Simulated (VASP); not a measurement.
# Ge2As3 (P4/mmm) in VASP: notebook, part 2 of 2

VASP 6.6.1.

## 3. Single point, PBE

The input, INCAR:

```
SYSTEM = Ge2As3
PREC     = Accurate       ! precision mode
ENCUT    = 520            ! plane-wave cutoff, eV
EDIFF    = 1E-6           ! SCF threshold, eV
ISMEAR   = 0              ! smearing method
SIGMA    = 0.1            ! smearing width, eV
LREAL    = .False.        ! projectors in reciprocal space
LASPH    = .True.         ! aspherical terms in the spheres
NELM     = 60             ! most SCF steps
ALGO     = Normal         ! electronic algorithm
ISIF     = 2              ! what is computed and relaxed
LWAVE    = .False.        ! write WAVECAR
LCHARG   = .False.        ! write CHGCAR
GGA      = PE             ! functional
NBANDS   = 30             ! bands
```

The input, KPOINTS:

```
Automatic mesh
0
Gamma
  10 10 6
  0 0 0
```

The input, POSCAR:

```
Ge2As3
1.0
    3.7486820476      0.0000000000      0.0000000000
    0.0000000000      3.7486820476      0.0000000000
    0.0000000000      0.0000000000      7.2690813085
Ge As
2 3
Direct
    0.0000000000      0.5000000000      0.5000000000
    0.5000000000      0.0000000000      0.5000000000
    0.5000000000      0.5000000000      0.0000000000
    0.0000000000      0.0000000000      0.8128764428
    0.0000000000      0.0000000000      0.1871235572
```

Potentials or basis: VASP PAW PBE potentials, release 64 (Ge_d, As).

Command:

```bash
cat potpaw_PBE.64/Ge_d/POTCAR potpaw_PBE.64/As/POTCAR > POTCAR
mpirun -np 1 vasp_std > vasp.out
```

OUTCAR:

```text
SYSTEM = Ge2As3
   PREC = Accurate
   ENCUT = 520
   EDIFF = 1E-6
   ISMEAR = 0
   LREAL = .False.
   LASPH = .True.
   NELM = 60
   ISIF = 2
   GGA = PE

 ion  position               nearest neighbor table
   1  0.000  0.500  0.500-   2 2.65   2 2.65   2 2.65   2 2.65
   2  0.500  0.000  0.500-   1 2.65   1 2.65   1 2.65   1 2.65
   3  0.500  0.500  0.000-
   4  0.000  0.000  0.813-   5 2.72
   5  0.000  0.000  0.187-   4 2.72

  LATTYP: Found a simple tetragonal cell.
 ALAT       =     3.7486820476
 C/A-ratio  =     1.9391031878

  Lattice vectors:

 A1 = (   3.7486820476,   0.0000000000,   0.0000000000)
 A2 = (   0.0000000000,   3.7486820476,   0.0000000000)
 A3 = (   0.0000000000,   0.0000000000,   7.2690813085)

Analysis of symmetry for initial positions (statically):
=====================================================================
 Subroutine PRICEL returns:
 Original cell was already a primitive cell.

 Routine SETGRP: Setting up the symmetry group for a
 simple tetragonal supercell.

 Subroutine GETGRP returns: Found 16 space group operations
 (whereof 16 operations were pure point group operations)
 out of a pool of 16 trial point group operations.

The static configuration has the point symmetry D_4h.

Analysis of symmetry for dynamics (positions and initial velocities):
=====================================================================
 Subroutine PRICEL returns:
 Original cell was already a primitive cell.

 Routine SETGRP: Setting up the symmetry group for a
 simple tetragonal supercell.

 Subroutine GETGRP returns: Found 16 space group operations
 (whereof 16 operations were pure point group operations)
 out of a pool of 16 trial point group operations.

The dynamic configuration has the point symmetry D_4h.

 Subroutine INISYM returns: Found 16 space group operations
 (whereof 16 operations are pure point group operations),
 and found     1 'primitive' translations

----------------------------------------------------------------------------------------

                                     Primitive cell

  volume of cell :     102.1496

  direct lattice vectors                    reciprocal lattice vectors
     3.748682048  0.000000000  0.000000000     0.266760421  0.000000000  0.000000000
     0.000000000  3.748682048  0.000000000     0.000000000  0.266760421  0.000000000
     0.000000000  0.000000000  7.269081308     0.000000000  0.000000000  0.137568966

  length of vectors
     3.748682048  3.748682048  7.269081308     0.266760421  0.266760421  0.137568966

  position of ions in fractional coordinates (direct lattice)
     0.000000000  0.500000000  0.500000000
     0.500000000  0.000000000  0.500000000
     0.500000000  0.500000000  0.000000000
     0.000000000  0.000000000  0.812876443
     0.000000000  0.000000000  0.187123557

  ion indices of the primitive-cell ions
   primitive index   ion index
                 1           1
                 2           2
                 3           3
                 4           4
                 5           5

----------------------------------------------------------------------------------------

[... 23 lines left out ...]

 Following reciprocal coordinates:
            Coordinates               Weight
  0.000000  0.000000  0.000000      1.000000
  0.100000  0.000000  0.000000      4.000000
  0.200000  0.000000  0.000000      4.000000
  0.300000  0.000000  0.000000      4.000000
  0.400000  0.000000  0.000000      4.000000
  0.500000  0.000000  0.000000      2.000000
[... 16 lines left out ...]
  0.100000  0.000000  0.166667      8.000000
  0.200000  0.000000  0.166667      8.000000
 [... further k-points ...]
   k-points           NKPTS =     84   k-points in BZ     NKDIM =     84   number of bands    NBANDS=     30
   number of dos      NEDOS =    301   number of ions     NIONS =      5
   total plane-waves  NPLWV =  42336
   dimension x,y,z NGX =    28 NGY =   28 NGZ =   54
   dimension x,y,z NGXF=    56 NGYF=   56 NGZF=  108
   ions per type =               2   3
   NGX,Y,Z   is equivalent  to a cutoff of  12.42, 12.42, 12.35 a.u.
   NGXF,Y,Z  is equivalent  to a cutoff of  24.83, 24.83, 24.70 a.u.
 SYSTEM =  Ge2As3
   PREC   = accura    normal or accurate (medium, high low for compatibility)
   ISTART =      0    job   : 0-new  1-cont  2-samecut
   ICHARG =      2    charge: 1-file 2-atom 10-const
   ISPIN  =      1    spin polarized calculation?
   LNONCOLLINEAR =      F non collinear calculations
   LSORBIT =      F    spin-orbit coupling
   LASPH  =      T    aspherical Exc in radial PAW
   ENCUT  =  520.0 eV  38.22 Ry    6.18 a.u.   6.97  6.97 13.52*2*pi/ulx,y,z
   NELM   =     60;   NELMIN=  2; NELMDL= -5     # of ELM steps
   EDIFF  = 0.1E-05   stopping-criterion for ELM
   LREAL  =      F    real-space projection
   EDIFFG = 0.1E-04   stopping-criterion for IOM
   NSW    =      0    number of steps for IOM
   IBRION =     -1    ionic relax: 0-MD 1-quasi-New 2-CG
   NFREE  =      0    steps in history (QN), initial steepest desc. (CG)
   ISIF   =      2    stress and relaxation
   ISYM   =      2    0-nonsym 1-usesym 2-fastsym
   POTIM  = 0.5000    time-step for ionic-motion
   TEBEG  =    0.0;   TEEND  =   0.0 temperature during run
   PSTRESS=    0.0 pullay stress
   NELECT =      43.0000    total number of electrons
   NUPDOWN=      -1.0000    fix difference up-down
   EMIN   =  10.00;   EMAX   =-10.00  energy-range for DOS
   EFERMI =   0.00;   METHOD = LEGACY
   ISMEAR =     0;   SIGMA  =   0.10  broadening in eV -4-tet -1-fermi 0-gaus
   EFERMI_NEDOS =   21; number of points for ismear=-14 and -15
   IALGO  =     38    algorithm
   IMIX   =      4    mixing-type and parameters
     AMIX     =   0.40;   BMIX     =  1.00
     AMIX_MAG =   1.60;   BMIX_MAG =  1.00
  volume/ion in A,a.u.               =      20.43       137.87
  Fermi-wavevector in a.u.,A,eV,Ry     =   1.226927  2.318556 20.481529  1.505350
  Thomas-Fermi vector in A             =   2.361910
   LORBIT       =      0    0 simple, 1 ext, 2 COOP (PROOUT), +10 PAW based schemes
   GGA     = PE    functional components
   LHFCALC =     F    Hartree Fock is set to
   AEXX    =    0.0000 exact exchange contribution
   IVDW    =     0    specifies the selected vdW correction
   LEPSILON=     F    determine dielectric tensor
   LRPA    =     F    only Hartree local field effects (RPA)
 non-spin polarized calculation
 Gauss-broadening in eV      SIGMA  =   0.10
  energy-cutoff  :      520.00
  volume of cell :      102.15
 maximum number of plane-waves:      2784
 NGX is ok and might be reduce to    28
   NGX = 13   NGY = 13   NGZ = 27

 number of electron      42.9999938 magnetization

 Free energy of the ion-electron system (eV)
  ---------------------------------------------------
  ext. energy  EPLUGINS =         0.00000000
  ---------------------------------------------------
  free energy    TOTEN  =       -21.07452041 eV

  energy without entropy =      -21.05953791  energy(sigma->0) =      -21.06702916

 E-fermi :   5.7147     XC(G=0): -10.5357

 val. band max:        5.7069251546   @ k =   0.5000   0.1000   0.0000
 cond. band min:       5.7151431942   @ k =   0.5000   0.0000   0.3333
 fundamental gap:      0.0082180395
 Fermi energy:         5.7147365881

 k-point     1 :       0.0000    0.0000    0.0000
  band No.  band energies     occupation
      1     -19.1867      2.00000
      2     -19.0991      2.00000
      3     -19.0857      2.00000
      4     -19.0462      2.00000
      5     -19.0462      2.00000
      6     -18.9624      2.00000
[... 781 lines left out ...]
     29      10.9370      0.00000
     30      11.3012      0.00000

 [... further k-points ...]

------------------------ aborting loop because EDIFF is reached ----------------------------------------

  FORCE on cell =-STRESS in cart. coord.  units (eV):
  Direction    XX          YY          ZZ          XY          YZ          ZX
  --------------------------------------------------------------------------------------
  -------------------------------------------------------------------------------------
  Total        0.0340503      0.0340503      0.0596630      0.0000000     -0.0000000      0.0000000
  in kB        0.5340653      0.5340653      0.9357908      0.0000000     -0.0000000      0.0000000
  external PRESSURE =       0.6679738 kB  Pullay stress =       0.0000000 kB

 VOLUME and BASIS-vectors are now :
 -----------------------------------------------------------------------------
  energy-cutoff  :      520.00
  volume of cell :      102.15
      direct lattice vectors                 reciprocal lattice vectors
     3.748682048  0.000000000  0.000000000     0.266760421  0.000000000  0.000000000
     0.000000000  3.748682048  0.000000000     0.000000000  0.266760421  0.000000000
     0.000000000  0.000000000  7.269081308     0.000000000  0.000000000  0.137568966

 POSITION                                       TOTAL-FORCE (eV/Angst)
 -----------------------------------------------------------------------------------
      0.00000      1.87434      3.63454         0.000000      0.000000      0.000000
      1.87434      0.00000      3.63454         0.000000      0.000000      0.000000
      1.87434      1.87434      0.00000         0.000000      0.000000      0.000000
      0.00000      0.00000      5.90886        -0.000000     -0.000000      0.005034
      0.00000      0.00000      1.36022         0.000000     -0.000000     -0.005034
 -----------------------------------------------------------------------------------
    total drift:                                0.000000      0.000000      0.000000

  FREE ENERGIE OF THE ION-ELECTRON SYSTEM (eV)
  ---------------------------------------------------
  free  energy   TOTEN  =       -21.0745204055 eV

  energy  without entropy=      -21.0595379146  energy(sigma->0) =      -21.06702916
```

It took 92 s on 1 thread of AMD EPYC 9R45 (Zen 5), shared host; peak memory 0.31 GiB.

Results:

* Free energy: -21.0745 eV
* Pressure: 0.1 GPa
* Largest force: 0.005 eV/Å
* Band gap on the k mesh: zero (an odd number of electrons rules out a gap without spin polarisation)

Forces in eV/Å, atoms in the order of the input:
```
Ge   0.000  0.000  0.000
Ge   0.000  0.000  0.000
As   0.000  0.000  0.000
As   0.000  0.000  0.005
As   0.000  0.000 -0.005
```

## 4. Relaxation of cell and atoms, PBE

This run uses another cell than the first one, of 20.92 Å³/atom.

The input, INCAR:

```
PREC = Accurate
ENCUT = 600
EDIFF = 1E-6
ISMEAR = 0
SIGMA = 0.1
LREAL = False
LASPH = True
NELM = 100
ALGO = Normal
ISIF = 3
LWAVE = False
LCHARG = False
GGA = PE
IBRION = 2
NSW = 90
EDIFFG = -0.04
```

The input, KPOINTS:

```
regular mesh
0
Gamma
  6 6 2
```

The input, POSCAR:

```
Ge2As3
1.0
    3.6819231316      0.0000000000      0.0000000000
    0.0000000000      3.6819231316      0.0000000000
    0.0000000000      0.0000000000      7.7159659730
Ge As
2 3
Direct
    0.0000000000      0.5000000000      0.5000000000
    0.5000000000      0.0000000000      0.5000000000
    0.5000000000      0.5000000000      0.0000000000
    0.0000000000      0.0000000000      0.8351323942
    0.0000000000      0.0000000000      0.1648676058
```

Command:

```bash
cat potpaw_PBE.64/Ge_d/POTCAR potpaw_PBE.64/As/POTCAR > POTCAR
mpirun -np 1 vasp_std > vasp.out
```

Wall time 2.3 min (1 thread of AMD EPYC 9R45 (Zen 5), shared host); peak memory 0.23 GiB.

It converged, with:

```
Free energy                           : -21.1656 eV
Relaxed volume                        : 20.69 Å³/atom
Relaxed cell                          : a = 3.684 Å, b = 3.684 Å, c = 7.622 Å, α = 90.00°, β = 90.00°, γ = 90.00°
Space group after relaxing (to 0.1 Å) : P4/mmm (No. 123)
Energy gained by relaxing             : 3.6 meV/atom
Ionic steps                           : 7
Pressure after relaxing               : 0.2 GPa
Largest force after relaxing          : 0.037 eV/Å
```

Forces on the atoms (eV/Å):
```
Ge   0.000  0.000  0.000
Ge   0.000  0.000  0.000
As   0.000  0.000  0.000
As   0.000  0.000 -0.037
As   0.000  0.000  0.037
```

Stress tensor (GPa, compression positive):
```
0.15 0.00 0.00
0.00 0.15 0.00
0.00 0.00 0.29
```

Step by step:
| step | energy change (eV) | largest force (eV/Å) | pressure (GPa) | volume (Å³) |
| --- | --- | --- | --- | --- |
| 1 | 0.0000 | 0.3209 | 0.19 | 104.60 |
| 2 | -0.0086 | 0.1900 | -0.28 | 104.97 |
| 3 | -0.0121 | 0.0777 | -0.73 | 105.36 |
| 4 | -0.0177 | 0.0479 | -0.02 | 103.85 |
| 5 | -0.0178 | 0.0418 | -0.07 | 103.63 |
| 6 | -0.0175 | 0.0299 | 0.34 | 103.19 |
| 7 | -0.0178 | 0.0371 | 0.20 | 103.46 |

Final structure:
```
Ge As
1.0
     3.68428    0.00000    0.00000
     0.00000    3.68428    0.00000
     0.00000    0.00000    7.62164
Ge As
2 3
Cartesian
  0.0000 1.8421 3.8108
  1.8421 0.0000 3.8108
  1.8421 1.8421 0.0000
  0.0000 0.0000 6.3150
  0.0000 0.0000 1.3066
```

Levels at points of the mesh, in eV from the Fermi level:
| k point | band 18 | band 19 | band 20 | band 21 | band 22 | band 23 | band 24 | band 25 |
| --- | --- | --- | --- | --- | --- | --- | --- | --- |
| (0.00, 0.00, 0.00) | -2.55 | -2.45 | -1.44 | -1.44 | -0.13 | 0.47 | 0.47 | 3.31 |
| (0.50, 0.00, 0.00) | -0.95 | -0.87 | -0.79 | -0.13 | 0.28 | 0.77 | 1.17 | 1.55 |
| (0.50, 0.50, 0.00) | -5.60 | -4.90 | -3.06 | -3.06 | -1.51 | -0.72 | 1.46 | 2.55 |
| (0.00, 0.00, 0.50) | -2.55 | -2.04 | -2.04 | -0.63 | 1.30 | 1.30 | 1.68 | 2.61 |
| (0.50, 0.00, 0.50) | -2.70 | -0.66 | -0.10 | 0.12 | 0.14 | 1.47 | 1.57 | 1.74 |
| (0.50, 0.50, 0.50) | -4.99 | -4.73 | -3.13 | -1.54 | -1.54 | -1.16 | -0.35 | -0.35 |

Caveat: the k points lie up to 0.41 Å⁻¹ apart in the final cell; the highest band is partly filled, so the run has too few bands.
